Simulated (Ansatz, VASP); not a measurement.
**One calculation of Be3TeO2, two programs**

```
Be Te O
1.0
     5.40428    0.00000    0.00000
    -2.70214    4.68025    0.00000
     0.00000    0.00000    5.76355
Be Te O
3 1 2
Cartesian
  2.7021 0.0000 2.8818
  -1.3511 2.3401 2.8818
  1.3511 2.3401 2.8818
  0.0000 0.0000 2.8818
  0.0000 3.1202 2.8818
  2.7021 1.5601 2.8818
```

Alike in both runs: functional PBE; k mesh 6 × 6 × 6; occupations gaussian, width 0.02 eV; no spin polarisation.

Ansatz relaxed the structure, and its values are those at the end. VASP's run is a single point on that final structure, the one shown.

|  | VASP | Ansatz |
| --- | --- | --- |
| version | VASP 6.6.1 | Ansatz 0.2.0 |
| potentials or method | VASP PAW PBE potentials, release 64 (Be, Te, O), cutoff 520 eV | scalar-relativistic, plane waves, PAW |
| valence electrons in the cell | 24 | 34 |

```csv
,VASP,Ansatz,Ansatz less VASP
gap on the k mesh at the Fermi level (eV),2.55,2.55,-0.001
least direct gap on the mesh (eV),2.55,2.55,-0.001
pressure (GPa),0.0,0.0,-0.01
```

VASP's potentials hold 24 valence electrons a cell and Ansatz's 34, so a difference there can come from the potentials and not from the codes.

Spin-orbit coupling is off throughout.
